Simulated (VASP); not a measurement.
Runs of VASP 6.6.1 on InSb. The structure is that of space group F-43m (No. 216), or close to it. The cells are those of the table. 

| cell | gap on the mesh (eV) | pressure (GPa) |
| --- | --- | --- |
| a = 4.650, b = 4.650, c = 4.581 Å, angles 60.5, 60.5, 59.0°, 2 atoms | none | (a) |
| a = 4.662, b = 4.662, c = 4.581 Å, angles 60.6, 60.6, 58.9°, 2 atoms | none | -0.6 |
| a = 4.627, b = 4.627, c = 4.581 Å, angles 60.3, 60.3, 59.3°, 2 atoms | none | (b) |
| a = 4.604, b = 4.604, c = 4.581 Å, angles 60.2, 60.2, 59.7°, 2 atoms | none | 0.4 |
| a = 4.673, b = 4.673, c = 4.581 Å, angles 60.7, 60.7, 58.7°, 2 atoms | none | -0.8 |

Alike in all rows: task single point; level PBEsol; potentials or basis VASP PAW PBE potentials, release 64 (In_d, Sb); no spin polarisation; k mesh 12 × 12 × 12; cutoff (eV) 520; smearing gaussian 0.15 eV.

Estimate the missing entries.

(a) -0.4; (b) 0.0.

Caveats: semilocal functionals underestimate gaps, and a narrow one can read as zero; the PAW data sets were made with another functional, which shifts forces and pressure a little; spin-orbit coupling is left out, which moves the levels of the heavy elements.

A k mesh can miss the band edges, and the runs leave out spin-orbit coupling on In, Sb.

A gap of «none» marks levels without a gap at the run's occupations.
